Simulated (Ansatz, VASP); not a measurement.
ZnReH: VASP beside Ansatz

```
Zn Re H
1.0
     2.78645    0.00000    0.00000
     0.00000    2.78645    0.00000
     0.00000    0.00000    4.14853
Zn Re H
1 1 1
Cartesian
  1.3932 1.3932 2.0743
  0.0000 0.0000 0.0000
  1.3932 1.3932 0.0000
```

Change from the starting cell: species swapped into the HoCoC type (P4/mmm, No. 123).

Alike in both runs: task single point; functional PBE; k mesh 6 × 6 × 4; occupations gaussian, width 0.1 eV; collinear spin.

|  | VASP | Ansatz |
| --- | --- | --- |
| version | VASP 6.6.1 | Ansatz 0.2.0 |
| potentials or method | VASP PAW PBE potentials, release 64 (Zn, Re_sv_GW, H), cutoff 560 eV | scalar-relativistic, plane waves, PAW |
| valence electrons in the cell | 28 | 28 |

```csv
,VASP,Ansatz,Ansatz less VASP
gap on the k mesh at the Fermi level (eV),none,none,-
pressure (GPa),0.5,0.9,+0.37
"traceless stress, the component that is largest in VASP (GPa)",2.40,2.29,-0.110
net moment per atom (μB),0.27,0.26,-0.001
size of the moment on the site where the two differ most (μB),0.65,0.37,-0.278
```

Site moments also hang on the region over which each program counts them. A gap of «none» marks a metal or a gap that the smearing closes.

The k mesh is coarse, so the values compare programs but aren't converged. Spin-orbit coupling is off throughout.
